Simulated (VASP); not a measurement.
# CO2 in VASP: a series of runs, part 2 of 3

VASP 6.6.1.

## 4. Single point, PBE+D3(BJ)

INCAR

```
ALGO = Normal
EDIFF = 1E-7
ENCUT = 520
GGA = PE
ISIF = 2
ISMEAR = -1
IVDW = 12
LASPH = True
LCHARG = False
LREAL = Auto
LWAVE = False
NBANDS = 82
NELM = 100
PREC = Accurate
SIGMA = 0.05
```

KPOINTS

```
k-points
0
Gamma
  1 1 1
```

POSCAR

```
CO2
1.0
    8.0824800000      0.0000000000      0.0000000000
    0.0000000000      8.0824800000      0.0000000000
    0.0000000000      0.0000000000      8.0824800000
C O
8 16
Direct
    0.4453707278      0.9278216587      0.8570389286
    0.8803857232      0.6685571755      0.5544090428
   -0.0776618068      0.1367773258      0.1010580911
    1.1479644861      0.2418193426      0.7662747078
    0.5813314725      0.3794503667      0.4101587632
    0.2798522236      0.8089843711      0.3963387475
    0.2974953232      0.1786085459      0.3139754135
    0.0561585058      0.6442453306      1.0228667439
    0.3880120953      0.9026561154      0.9850194495
    0.5032861201      0.9447842741      0.7170076511
    0.8777751383      0.6056309450      0.6877344577
    0.9074566222      0.7297017747      0.4208361790
   -0.0468668033      0.0085741010      0.1652091932
   -0.0841078481      0.2647949639      0.0185339153
    1.0876488405      0.1144574438      0.7014802387
    1.2099504113      0.3649498669      0.8118671497
    0.5240223298      0.4898991399      0.3287975968
    0.6548856292      0.3122680167      0.5058224703
    0.2114078847      0.7871346418      0.5290579129
    0.3045723590      0.8279142046      0.2605759618
    0.2490819649      0.1746741099      0.4468925379
    0.3259643080      0.1863784383      0.1741420950
    0.0003588008      0.5776073680      1.1383139828
    0.1201611387      0.6820802526      0.8938716829
```

Potentials or basis: VASP PAW PBE potentials, release 64 (C, O).

Launch:

```
> cat potpaw_PBE.64/C/POTCAR potpaw_PBE.64/O/POTCAR > POTCAR
> mpirun -np 1 vasp_gam > vasp.out
```

OUTCAR:

```text
EDIFF = 1E-7
   ENCUT = 520
   GGA = PE
   ISIF = 2
   ISMEAR = -1
   IVDW = 12
   LASPH = True
   LREAL = Auto
   NELM = 100
   PREC = Accurate
 IVDW          = 12

 ion  position               nearest neighbor table
   1  0.445  0.928  0.857-   9 1.15  10 1.23
   2  0.880  0.669  0.554-  11 1.19  12 1.21
   3  0.922  0.137  0.101-  13 1.19  14 1.23
   4  0.148  0.242  0.766-  16 1.17  15 1.25
   5  0.581  0.379  0.410-  18 1.12  17 1.20
   6  0.280  0.809  0.396-  20 1.13  19 1.22
   7  0.297  0.179  0.314-  21 1.14  22 1.16
   8  0.056  0.644  0.023-  23 1.17  24 1.20
   9  0.388  0.903  0.985-   1 1.15
  10  0.503  0.945  0.717-   1 1.23
  11  0.878  0.606  0.688-   2 1.19
  12  0.907  0.730  0.421-   2 1.21
  13  0.953  0.009  0.165-   3 1.19
  14  0.916  0.265  0.019-   3 1.23
[... 8 lines left out ...]
  23  0.000  0.578  0.138-   8 1.17
  24  0.120  0.682  0.894-   8 1.20

  LATTYP: Found a simple cubic cell.
 ALAT       =     8.0824800000

  Lattice vectors:

 A1 = (   8.0824800000,   0.0000000000,   0.0000000000)
 A2 = (   0.0000000000,   8.0824800000,   0.0000000000)
 A3 = (   0.0000000000,   0.0000000000,   8.0824800000)

Analysis of symmetry for initial positions (statically):
=====================================================================
 Subroutine PRICEL returns:
 Original cell was already a primitive cell.

 Routine SETGRP: Setting up the symmetry group for a
 simple cubic supercell.

 Subroutine GETGRP returns: Found  1 space group operations
 (whereof  1 operations were pure point group operations)
 out of a pool of 48 trial point group operations.

The static configuration has the point symmetry C_1 .

Analysis of symmetry for dynamics (positions and initial velocities):
=====================================================================
 Subroutine PRICEL returns:
 Original cell was already a primitive cell.

 Routine SETGRP: Setting up the symmetry group for a
 simple cubic supercell.

 Subroutine GETGRP returns: Found  1 space group operations
 (whereof  1 operations were pure point group operations)
 out of a pool of 48 trial point group operations.

The dynamic configuration has the point symmetry C_1 .

 Subroutine INISYM returns: Found  1 space group operations
 (whereof  1 operations are pure point group operations),
 and found     1 'primitive' translations

----------------------------------------------------------------------------------------

                                     Primitive cell

  volume of cell :     528.0000

  direct lattice vectors                    reciprocal lattice vectors
     8.082480000  0.000000000  0.000000000     0.123724401  0.000000000  0.000000000
     0.000000000  8.082480000  0.000000000     0.000000000  0.123724401  0.000000000
     0.000000000  0.000000000  8.082480000     0.000000000  0.000000000  0.123724401

  length of vectors
     8.082480000  8.082480000  8.082480000     0.123724401  0.123724401  0.123724401

  position of ions in fractional coordinates (direct lattice)
     0.445370728  0.927821659  0.857038929
     0.880385723  0.668557175  0.554409043
     0.922338193  0.136777326  0.101058091
     0.147964486  0.241819343  0.766274708
     0.581331472  0.379450367  0.410158763
     0.279852224  0.808984371  0.396338748
[... 16 lines left out ...]
     0.000358801  0.577607368  0.138313983
     0.120161139  0.682080253  0.893871683

  ion indices of the primitive-cell ions
   primitive index   ion index
                 1           1
                 2           2
                 3           3
                 4           4
                 5           5
                 6           6
[... 16 lines left out ...]
                23          23
                24          24

----------------------------------------------------------------------------------------

 KPOINTS: k-points

Automatic generation of k-mesh.
 Grid dimensions read from file:
 generate k-points for:    1    1    1

 Generating k-lattice:

  Cartesian coordinates                     Fractional coordinates (reciprocal lattice)
     0.123724401  0.000000000  0.000000000     1.000000000  0.000000000  0.000000000
     0.000000000  0.123724401  0.000000000     0.000000000  1.000000000  0.000000000
     0.000000000  0.000000000  0.123724401     0.000000000  0.000000000  1.000000000

  Length of vectors
     0.123724401  0.123724401  0.123724401

  Shift w.r.t. Gamma in fractional coordinates (k-lattice)
     0.000000000  0.000000000  0.000000000

 Subroutine IBZKPT returns following result:
 ===========================================

 Found      1 irreducible k-points:

 Following reciprocal coordinates:
            Coordinates               Weight
  0.000000  0.000000  0.000000      1.000000
   k-points           NKPTS =      1   k-points in BZ     NKDIM =      1   number of bands    NBANDS=     82
   number of dos      NEDOS =    301   number of ions     NIONS =     24
   total plane-waves  NPLWV = 216000
   dimension x,y,z NGX =    60 NGY =   60 NGZ =   60
   dimension x,y,z NGXF=   120 NGYF=  120 NGZF=  120
   ions per type =               8  16
   NGX,Y,Z   is equivalent  to a cutoff of  12.34, 12.34, 12.34 a.u.
   NGXF,Y,Z  is equivalent  to a cutoff of  24.68, 24.68, 24.68 a.u.
 SYSTEM =  unknown system
   PREC   = accura    normal or accurate (medium, high low for compatibility)
   ISTART =      0    job   : 0-new  1-cont  2-samecut
   ICHARG =      2    charge: 1-file 2-atom 10-const
   ISPIN  =      1    spin polarized calculation?
   LNONCOLLINEAR =      F non collinear calculations
   LSORBIT =      F    spin-orbit coupling
   LASPH  =      T    aspherical Exc in radial PAW
   ENCUT  =  520.0 eV  38.22 Ry    6.18 a.u.  15.03 15.03 15.03*2*pi/ulx,y,z
   NELM   =    100;   NELMIN=  2; NELMDL= -5     # of ELM steps
   EDIFF  = 0.1E-06   stopping-criterion for ELM
   LREAL  =      T    real-space projection
   EDIFFG = 0.1E-05   stopping-criterion for IOM
   NSW    =      0    number of steps for IOM
   IBRION =     -1    ionic relax: 0-MD 1-quasi-New 2-CG
   NFREE  =      0    steps in history (QN), initial steepest desc. (CG)
   ISIF   =      2    stress and relaxation
   ISYM   =      2    0-nonsym 1-usesym 2-fastsym
   POTIM  = 0.5000    time-step for ionic-motion
   TEBEG  =    0.0;   TEEND  =   0.0 temperature during run
   PSTRESS=    0.0 pullay stress
   NELECT =     128.0000    total number of electrons
   NUPDOWN=      -1.0000    fix difference up-down
   EMIN   =  10.00;   EMAX   =-10.00  energy-range for DOS
   EFERMI =   0.00;   METHOD = LEGACY
   ISMEAR =    -1;   SIGMA  =   0.05  broadening in eV -4-tet -1-fermi 0-gaus
   EFERMI_NEDOS =   21; number of points for ismear=-14 and -15
   IALGO  =     38    algorithm
   IMIX   =      4    mixing-type and parameters
     AMIX     =   0.40;   BMIX     =  1.00
     AMIX_MAG =   1.60;   BMIX_MAG =  1.00
  volume/ion in A,a.u.               =      22.00       148.46
  Fermi-wavevector in a.u.,A,eV,Ry     =   1.020783  1.929001 14.177248  1.041998
  Thomas-Fermi vector in A             =   2.154372
   LORBIT       =      0    0 simple, 1 ext, 2 COOP (PROOUT), +10 PAW based schemes
   GGA     = PE    functional components
   LHFCALC =     F    Hartree Fock is set to
   AEXX    =    0.0000 exact exchange contribution
   IVDW    =    12    specifies the selected vdW correction
   LEPSILON=     F    determine dielectric tensor
   LRPA    =     F    only Hartree local field effects (RPA)
 non-spin polarized calculation
  energy-cutoff  :      520.00
  volume of cell :      528.00
 maximum number of plane-waves:      7074
   NGX = 31   NGY = 31   NGZ = 31

 number of electron     128.0000030 magnetization

 Free energy of the ion-electron system (eV)
  ---------------------------------------------------
  ext. energy  EPLUGINS =         0.00000000
  ---------------------------------------------------
  free energy    TOTEN  =      -181.08859865 eV

  energy without entropy =     -181.08859865  energy(sigma->0) =     -181.08859865

 E-fermi :  -3.5011     XC(G=0):  -6.0955

 val. band max:       -4.7753539421   @ k =   0.0000   0.0000   0.0000
 cond. band min:       0.2748799452   @ k =   0.0000   0.0000   0.0000
 fundamental gap:      5.0502338872
 Fermi energy:        -3.5011053605

 k-point     1 :       0.0000    0.0000    0.0000
  band No.  band energies     occupation
      1     -26.7814      2.00000
      2     -26.4699      2.00000
      3     -26.2041      2.00000
      4     -25.7891      2.00000
      5     -25.7043      2.00000
      6     -25.4130      2.00000
[... 68 lines left out ...]
     75       2.7010      0.00000
     76       2.7458      0.00000
 [bands above 76 left out]

------------------------ aborting loop because EDIFF is reached ----------------------------------------

 Edisp (eV)   -1.10769

 E8    (eV) :    -0.2814

  FORCE on cell =-STRESS in cart. coord.  units (eV):
  Direction    XX          YY          ZZ          XY          YZ          ZX
  --------------------------------------------------------------------------------------
  -------------------------------------------------------------------------------------
  Total       1.33910    -7.71561     6.46798    -3.17785    -0.71500     0.96021
  in kB       4.06339   -23.41245    19.62662    -9.64296    -2.16961     2.91368
  external pressure =        0.09 kB  Pullay stress =        0.00 kB

 VOLUME and BASIS-vectors are now :
 -----------------------------------------------------------------------------
  energy-cutoff  :      520.00
  volume of cell :      528.00
      direct lattice vectors                 reciprocal lattice vectors
     8.082480000  0.000000000  0.000000000     0.123724401  0.000000000  0.000000000
     0.000000000  8.082480000  0.000000000     0.000000000  0.123724401  0.000000000
     0.000000000  0.000000000  8.082480000     0.000000000  0.000000000  0.123724401

 POSITION                                       TOTAL-FORCE (eV/Angst)
 -----------------------------------------------------------------------------------
      3.59970      7.49910      6.92700         2.191717      0.281218     -5.877156
      7.11570      5.40360      4.48100         1.555521      0.491760     -1.018840
      7.45478      1.10550      0.81680         1.119995      2.414790     -2.642765
      1.19592      1.95450      6.19340        -2.026620     -4.314917     -2.888900
      4.69860      3.06690      3.31510        -3.037183      6.722842     -4.457916
      2.26190      6.53860      3.20340        -4.632331     -1.567866      8.026000
[... 16 lines left out ...]
      0.00290      4.66850      1.11792        -0.436452      0.293918      0.890612
      0.97120      5.51290      7.22470        -1.067785      0.357508      2.376671
 -----------------------------------------------------------------------------------
    total drift:                               -0.000119     -0.007193     -0.007837

  FREE ENERGIE OF THE ION-ELECTRON SYSTEM (eV)
  ---------------------------------------------------
  free  energy   TOTEN  =      -182.1962903069 eV

  energy  without entropy=     -182.1962903069  energy(sigma->0) =     -182.19629031
```

It took 93 s on 1 thread of Intel Xeon Platinum 8259CL at 2.50GHz (Skylake/Cascade Lake), shared host; peak memory 0.46 GiB.

Results:

- Free energy: -182.1963 eV
- Pressure: 0.0 GPa
- Largest force: 9.399 eV/Å
- Dispersion energy per atom: -0.046 eV

Forces in eV/Å, atoms in the order of the input:
```
C    2.192  0.281 -5.877
C    1.556  0.492 -1.019
C    1.120  2.415 -2.643
C   -2.027 -4.315 -2.889
C   -3.037  6.723 -4.458
C   -4.632 -1.568  8.026
C   -0.446  0.260 -1.821
C    1.701 -0.442 -3.170
O   -0.465  0.025  1.313
O   -1.370 -0.190  3.825
O   -0.755  0.564 -1.492
O   -1.424 -1.060  2.486
O   -0.762  0.996 -0.055
O   -0.494 -3.559  2.687
O    1.810  4.459  3.150
O   -0.003 -0.380  0.164
O   -0.215 -1.796  0.035
O    3.382 -4.801  4.499
O    2.688  0.420 -2.252
O    2.043  0.717 -4.942
O   -0.406 -0.086  3.339
O    1.048  0.194 -2.173
O   -0.436  0.294  0.891
O   -1.068  0.358  2.377
```

Stress tensor (GPa, compression positive):
```
 0.41 -0.96  0.29
-0.96 -2.34 -0.22
 0.29 -0.22  1.96
```

Levels at points of the mesh, in eV from the Fermi level:
| k point | band 60 | band 61 | band 62 | band 63 | band 64 | band 65 | band 66 | band 67 | band 68 | band 69 |
| --- | --- | --- | --- | --- | --- | --- | --- | --- | --- | --- |
| (0.00, 0.00, 0.00) | -1.71 | -1.65 | -1.58 | -1.46 | -1.27 | 3.78 | 4.65 | 5.00 | 5.46 | 5.52 |

Caveat: the k points lie up to 0.78 Å⁻¹ apart; the atoms stand as in a frame of molecular dynamics.

[end of part 2 of 3]
